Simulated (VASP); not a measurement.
# CdF2 (Fm-3m) in VASP: further runs

CdF2 is run at these levels: PBEsol; tasks: relaxation of cell and atoms.

Everything below comes from runs of VASP 6.6.1. Logs are shortened: lines on timing, memory, paths and dates and some standing lists are left out, and cuts for length are marked.

## 1. The cell of the first run

It takes space group Fm-3m (No. 225, cubic). Conventional cell: a = 5.384 Å, b = 5.384 Å, c = 5.384 Å, α = 90.00°, β = 90.00°, γ = 90.00°. Within 3.1 Å of Cd (site symmetry m-3m) lie 8 F at 2.33 Å. F (site symmetry -43m) has 4 Cd at 2.33 Å and 6 F at 2.69 Å within 3.1 Å.

## 2. Relaxation of cell and atoms, PBEsol, target pressure 2 GPa, at which the enthalpy is minimised

Contents of INCAR:

```
SYSTEM = CdF2
  ALGO = Normal
  EDIFF = 1E-6
  EDIFFG = -0.002
  ENCUT = 600
  GGA = PS
  IBRION = 2
  ISIF = 3
  ISMEAR = 0
  LASPH = .True.
  LCHARG = .False.
  LREAL = .False.
  LWAVE = .False.
  NELM = 60
  NSW = 100
  PREC = Accurate
  PSTRESS = 20.0
  SIGMA = 0.01
```

Contents of KPOINTS:

```
k-points
0
Gamma
  6 6 6
  0 0 0
```

Contents of POSCAR:

```
CdF2
1.0
    0.0000000000      2.6921157986      2.6921157986
    2.6921157986      0.0000000000      2.6921157986
    2.6921157986      2.6921157986      0.0000000000
Cd F
1 2
Direct
    0.0000000000      0.0000000000      0.0000000000
    0.2500000000      0.2500000000      0.2500000000
    0.7500000000      0.7500000000      0.7500000000
```

Potentials or basis: VASP PAW PBE potentials, release 64 (Cd, F).

The run is started by

```bash
cat potpaw_PBE.64/Cd/POTCAR potpaw_PBE.64/F/POTCAR > POTCAR
mpirun -np 1 vasp_std > vasp.out
```

OUTCAR:

```text
SYSTEM = CdF2
   EDIFF = 1E-6
   EDIFFG = -0.002
   ENCUT = 600
   GGA = PS
   IBRION = 2
   ISIF = 3
   ISMEAR = 0
   LASPH = .True.
   LREAL = .False.
   NELM = 60
   NSW = 100
   PREC = Accurate
   PSTRESS = 20.0

 ion  position               nearest neighbor table
   1  0.000  0.000  0.000-   3 2.33   3 2.33   3 2.33   2 2.33   3 2.33   2 2.33   2 2.33   2 2.33

   2  0.250  0.250  0.250-   1 2.33   1 2.33   1 2.33   1 2.33
   3  0.750  0.750  0.750-   1 2.33   1 2.33   1 2.33   1 2.33

  LATTYP: Found a face centered cubic cell.
 ALAT       =     5.3842315972

  Lattice vectors:

 A1 = (   0.0000000000,   2.6921157986,   2.6921157986)
 A2 = (   2.6921157986,   0.0000000000,   2.6921157986)
 A3 = (   2.6921157986,   2.6921157986,   0.0000000000)

Analysis of symmetry for initial positions (statically):
=====================================================================
 Subroutine PRICEL returns:
 Original cell was already a primitive cell.

 Routine SETGRP: Setting up the symmetry group for a
 face centered cubic supercell.

 Subroutine GETGRP returns: Found 48 space group operations
 (whereof 48 operations were pure point group operations)
 out of a pool of 48 trial point group operations.

The static configuration has the point symmetry O_h .

Analysis of symmetry for dynamics (positions and initial velocities):
=====================================================================
 Subroutine PRICEL returns:
 Original cell was already a primitive cell.

 Routine SETGRP: Setting up the symmetry group for a
 face centered cubic supercell.

 Subroutine GETGRP returns: Found 48 space group operations
 (whereof 48 operations were pure point group operations)
 out of a pool of 48 trial point group operations.

The dynamic configuration has the point symmetry O_h .

 Subroutine INISYM returns: Found 48 space group operations
 (whereof 48 operations are pure point group operations),
 and found     1 'primitive' translations

----------------------------------------------------------------------------------------

                                     Primitive cell

  volume of cell :      39.0222

  direct lattice vectors                    reciprocal lattice vectors
     0.000000000  2.692115799  2.692115799    -0.185727523  0.185727523  0.185727523
     2.692115799  0.000000000  2.692115799     0.185727523 -0.185727523  0.185727523
     2.692115799  2.692115799  0.000000000     0.185727523  0.185727523 -0.185727523

  length of vectors
     3.807226674  3.807226674  3.807226674     0.321689507  0.321689507  0.321689507

  position of ions in fractional coordinates (direct lattice)
     0.000000000  0.000000000  0.000000000
     0.250000000  0.250000000  0.250000000
     0.750000000  0.750000000  0.750000000

  ion indices of the primitive-cell ions
   primitive index   ion index
                 1           1
                 2           2
                 3           3

----------------------------------------------------------------------------------------

 KPOINTS: k-points

Automatic generation of k-mesh.
 Grid dimensions read from file:
 generate k-points for:    6    6    6

 Generating k-lattice:

  Cartesian coordinates                     Fractional coordinates (reciprocal lattice)
    -0.030954587  0.030954587  0.030954587     0.166666667  0.000000000  0.000000000
     0.030954587 -0.030954587  0.030954587     0.000000000  0.166666667  0.000000000
     0.030954587  0.030954587 -0.030954587     0.000000000  0.000000000  0.166666667

  Length of vectors
     0.053614918  0.053614918  0.053614918

  Shift w.r.t. Gamma in fractional coordinates (k-lattice)
     0.000000000  0.000000000  0.000000000

 Subroutine IBZKPT returns following result:
 ===========================================

 Found     16 irreducible k-points:

 Following reciprocal coordinates:
            Coordinates               Weight
  0.000000  0.000000  0.000000      1.000000
  0.166667  0.000000  0.000000      8.000000
  0.333333  0.000000  0.000000      8.000000
  0.500000  0.000000  0.000000      4.000000
  0.166667  0.166667  0.000000      6.000000
  0.333333  0.166667  0.000000     24.000000
[... 8 lines left out ...]
 -0.333333  0.333333  0.166667     24.000000
 -0.333333  0.500000  0.166667     12.000000
   k-points           NKPTS =     16   k-points in BZ     NKDIM =     16   number of bands    NBANDS=     17
   number of dos      NEDOS =    301   number of ions     NIONS =      3
   total plane-waves  NPLWV =  27000
   dimension x,y,z NGX =    30 NGY =   30 NGZ =   30
   dimension x,y,z NGXF=    60 NGYF=   60 NGZF=   60
   ions per type =               1   2
   NGX,Y,Z   is equivalent  to a cutoff of  13.10, 13.10, 13.10 a.u.
   NGXF,Y,Z  is equivalent  to a cutoff of  26.20, 26.20, 26.20 a.u.
 SYSTEM =  CdF2
   PREC   = accura    normal or accurate (medium, high low for compatibility)
   ISTART =      0    job   : 0-new  1-cont  2-samecut
   ICHARG =      2    charge: 1-file 2-atom 10-const
   ISPIN  =      1    spin polarized calculation?
   LNONCOLLINEAR =      F non collinear calculations
   LSORBIT =      F    spin-orbit coupling
   LASPH  =      T    aspherical Exc in radial PAW
   ENCUT  =  600.0 eV  44.10 Ry    6.64 a.u.   7.60  7.60  7.60*2*pi/ulx,y,z
   NELM   =     60;   NELMIN=  2; NELMDL= -5     # of ELM steps
   EDIFF  = 0.1E-05   stopping-criterion for ELM
   LREAL  =      F    real-space projection
   EDIFFG = -.2E-02   stopping-criterion for IOM
   NSW    =    100    number of steps for IOM
   IBRION =      2    ionic relax: 0-MD 1-quasi-New 2-CG
   NFREE  =      1    steps in history (QN), initial steepest desc. (CG)
   ISIF   =      3    stress and relaxation
   ISYM   =      2    0-nonsym 1-usesym 2-fastsym
   POTIM  = 0.5000    time-step for ionic-motion
   TEBEG  =    0.0;   TEEND  =   0.0 temperature during run
   PSTRESS=   20.0 pullay stress
   NELECT =      26.0000    total number of electrons
   NUPDOWN=      -1.0000    fix difference up-down
   EMIN   =  10.00;   EMAX   =-10.00  energy-range for DOS
   EFERMI =   0.00;   METHOD = LEGACY
   ISMEAR =     0;   SIGMA  =   0.01  broadening in eV -4-tet -1-fermi 0-gaus
   EFERMI_NEDOS =   21; number of points for ismear=-14 and -15
   IALGO  =     38    algorithm
   IMIX   =      4    mixing-type and parameters
     AMIX     =   0.40;   BMIX     =  1.00
     AMIX_MAG =   1.60;   BMIX_MAG =  1.00
  volume/ion in A,a.u.               =      13.01        87.78
  Fermi-wavevector in a.u.,A,eV,Ry     =   1.429867  2.702056 27.817366  2.044519
  Thomas-Fermi vector in A             =   2.549774
   LORBIT       =      0    0 simple, 1 ext, 2 COOP (PROOUT), +10 PAW based schemes
   GGA     = PS    functional components
   LHFCALC =     F    Hartree Fock is set to
   AEXX    =    0.0000 exact exchange contribution
   IVDW    =     0    specifies the selected vdW correction
   LEPSILON=     F    determine dielectric tensor
   LRPA    =     F    only Hartree local field effects (RPA)
 conjugate gradient relaxation of ions
 non-spin polarized calculation
 Gauss-broadening in eV      SIGMA  =   0.01
  energy-cutoff  :      600.00
  volume of cell :       39.02
 maximum number of plane-waves:      1315
   NGX = 15   NGY = 15   NGZ = 15

--------------------------------------- Ionic step        1  -------------------------------------------

 number of electron      25.9999978 magnetization

 Free energy of the ion-electron system (eV)
  ---------------------------------------------------
  ext. energy  EPLUGINS =         0.00000000
  ---------------------------------------------------
  free energy    TOTEN  =       -11.59626468 eV

  energy without entropy =      -11.59626468  energy(sigma->0) =      -11.59626468

------------------------ aborting loop because EDIFF is reached ----------------------------------------

  FORCE on cell =-STRESS in cart. coord.  units (eV):
  Direction    XX          YY          ZZ          XY          YZ          ZX
  --------------------------------------------------------------------------------------
  -------------------------------------------------------------------------------------
  Total        0.1552060      0.1552060      0.1552060      0.0000000     -0.0000000      0.0000000
  in kB        6.3724722      6.3724722      6.3724722      0.0000000     -0.0000000      0.0000000
  external PRESSURE =     -13.6275278 kB  Pullay stress =      20.0000000 kB

 VOLUME and BASIS-vectors are now :
 -----------------------------------------------------------------------------
  energy-cutoff  :      600.00
  volume of cell :       39.02
      direct lattice vectors                 reciprocal lattice vectors
     0.000000000  2.692115799  2.692115799    -0.185727523  0.185727523  0.185727523
     2.692115799  0.000000000  2.692115799     0.185727523 -0.185727523  0.185727523
     2.692115799  2.692115799  0.000000000     0.185727523  0.185727523 -0.185727523
[... 48 lines left out ...]
  FREE ENERGIE OF THE ION-ELECTRON SYSTEM (eV)
  ---------------------------------------------------
  free  energy   TOTEN  =       -11.5903534532 eV

  energy  without entropy=      -11.5903534532  energy(sigma->0) =      -11.59035345

  enthalpy is  TOTEN    =       -11.1109976179 eV   P V=        0.4793558352

--------------------------------------- Ionic step        3  -------------------------------------------

 number of electron      25.9999981 magnetization

 Free energy of the ion-electron system (eV)
  ---------------------------------------------------
  ext. energy  EPLUGINS =         0.00000000
  ---------------------------------------------------
  free energy    TOTEN  =       -11.59242393 eV

  energy without entropy =      -11.59242393  energy(sigma->0) =      -11.59242393

 E-fermi :  -1.3022     XC(G=0): -10.7879

 val. band max:       -1.3568308983   @ k =  -0.3333   0.5000   0.1667
 cond. band min:       1.6166064994   @ k =   0.0000   0.0000   0.0000
 fundamental gap:      2.9734373977
 Fermi energy:        -1.3021807623

 k-point     1 :       0.0000    0.0000    0.0000
  band No.  band energies     occupation
      1     -22.1360      2.00000
      2     -20.9582      2.00000
      3      -7.0132      2.00000
      4      -7.0132      2.00000
      5      -7.0132      2.00000
      6      -5.6960      2.00000
[... 9 lines left out ...]
     16      11.2310      0.00000
     17      11.2310      0.00000
[... 320 lines left out ...]
 POSITION                                       TOTAL-FORCE (eV/Angst)
 -----------------------------------------------------------------------------------
      0.00000      0.00000      0.00000        -0.000000      0.000000      0.000000
      1.34059      1.34059      1.34059         0.000000      0.000000      0.000000
      4.02178      4.02178      4.02178        -0.000000     -0.000000     -0.000000
 -----------------------------------------------------------------------------------
    total drift:                                0.000000     -0.000000      0.000000

  FREE ENERGIE OF THE ION-ELECTRON SYSTEM (eV)
  ---------------------------------------------------
  free  energy   TOTEN  =       -11.5924239253 eV

  energy  without entropy=      -11.5924239253  energy(sigma->0) =      -11.59242393

  enthalpy is  TOTEN    =       -11.1112178405 eV   P V=        0.4812060848

 reached required accuracy - stopping structural energy minimisation
```

Wall time 17 s (1 thread of Intel Xeon 6975P-C (Granite Rapids), shared host); peak memory 0.17 GiB.

What came out:

| Item | Value |
| --- | --- |
| Free energy | -11.5924 eV |
| Relaxed volume | 12.85 Å³/atom |
| Relaxed cell | a = 3.792 Å, b = 3.792 Å, c = 3.792 Å, α = 60.00°, β = 60.00°, γ = 60.00° |
| Space group after relaxing (to 0.1 Å) | Fm-3m (No. 225) |
| Energy change on relaxing (the run minimises the enthalpy) | +1.3 meV/atom |
| Ionic steps | 3 |
| Pressure after relaxing | 2.0 GPa |
| Band gap on the k mesh | 2.97 eV (least direct gap 3.42 eV) |

The path:
| step | energy change (eV) | largest force (eV/Å) | pressure (GPa) | volume (Å³) |
| --- | --- | --- | --- | --- |
| 1 | 0.0000 | 0.0000 | 0.64 | 39.02 |
| 2 | 0.0059 | 0.0000 | 2.47 | 38.40 |
| 3 | 0.0038 | 0.0000 | 2.00 | 38.55 |

Final structure:
```
Cd F
1.0
     0.00000    2.68119    2.68119
     2.68119    0.00000    2.68119
     2.68119    2.68119    0.00000
Cd F
1 2
Direct
  0.00000 0.00000 0.00000
  0.25000 0.25000 0.25000
  0.75000 0.75000 0.75000
```

Levels at points of the mesh, in eV from the valence-band top:
| k point | band 10 | band 11 | band 12 | band 13 | band 14 | band 15 | band 16 | band 17 |
| --- | --- | --- | --- | --- | --- | --- | --- | --- |
| (0.00, 0.00, 0.00) | -1.01 | -0.45 | -0.45 | -0.45 | 2.97 | 12.59 | 12.59 | 12.59 |
| (0.50, 0.00, 0.00) | -1.91 | -1.91 | -0.36 | -0.36 | 7.18 | 9.04 | 14.46 | 14.46 |
| (0.50, 0.50, 0.00) | -3.07 | -0.52 | -0.07 | -0.07 | 8.01 | 9.56 | 11.73 | 14.26 |

Caveat: the cell is relaxed towards a set pressure, so the run minimises the enthalpy, not the energy; the PAW data sets were made with another functional, which shifts forces and pressure a little. A k mesh can miss the band edges.

## 3. Relaxation of cell and atoms, PBEsol, target pressure 4 GPa, at which the enthalpy is minimised

Contents of INCAR:

```
ALGO = Normal
EDIFF = 1E-7
EDIFFG = -0.002
ENCUT = 600
GGA = PS
IBRION = 2
ISIF = 3
ISMEAR = 0
LASPH = True
LCHARG = False
LREAL = False
LWAVE = False
NELM = 80
NSW = 100
PREC = Accurate
PSTRESS = 40.0
SIGMA = 0.01
```

Contents of KPOINTS:

```
k-points
0
Gamma
  6 6 6
```

POSCAR is that of step 2.

Potentials or basis: VASP PAW PBE potentials, release 64 (Cd, F).

The run is started by

```bash
cat potpaw_PBE.64/Cd/POTCAR potpaw_PBE.64/F/POTCAR > POTCAR
mpirun -np 1 vasp_std > vasp.out
```

It took 17 s on 1 thread of Intel Xeon 6975P-C (Granite Rapids), shared host; peak memory 0.18 GiB.

Results (log left out):

| Property | Result |
| --- | --- |
| Free energy | -11.5808 eV |
| Relaxed volume | 12.64 Å³/atom |
| Relaxed cell | a = 3.771 Å, b = 3.771 Å, c = 3.771 Å, α = 60.00°, β = 60.00°, γ = 60.00° |
| Space group after relaxing (to 0.1 Å) | Fm-3m (No. 225) |
| Energy change on relaxing (the run minimises the enthalpy) | +5.1 meV/atom |
| Ionic steps | 3 |
| Pressure after relaxing | 4.0 GPa |
| Band gap on the k mesh | 3.03 eV (least direct gap 3.46 eV) |

The path:
```tsv
step	energy change (eV)	largest force (eV/Å)	pressure (GPa)	volume (Å³)
1	0.0000	0.0000	0.64	39.02
2	0.0281	0.0000	5.51	37.50
3	0.0154	0.0000	4.01	37.93
```

Final structure:
```
Cd F
1.0
     0.00000    2.66672    2.66672
     2.66672    0.00000    2.66672
     2.66672    2.66672    0.00000
Cd F
1 2
Direct
  0.00000 0.00000 0.00000
  0.25000 0.25000 0.25000
  0.75000 0.75000 0.75000
```

Levels at points of the mesh, in eV from the valence-band top:
```csv
k point,band 9,band 10,band 11,band 12,band 13,band 14,band 15,band 16,band 17
"(0.00, 0.00, 0.00)",-1.05,-1.05,-0.43,-0.43,-0.43,3.03,12.66,12.66,12.66
"(0.50, 0.00, 0.00)",-2.45,-1.98,-1.98,-0.35,-0.35,7.31,9.08,14.60,14.60
"(0.50, 0.50, 0.00)",-3.16,-3.12,-0.55,-0.07,-0.07,8.15,9.65,11.76,14.40
```

Caveat: the cell is relaxed towards a set pressure, so the run minimises the enthalpy, not the energy; the PAW data sets were made with another functional, which shifts forces and pressure a little.

(Continued in part 2 of 2.)
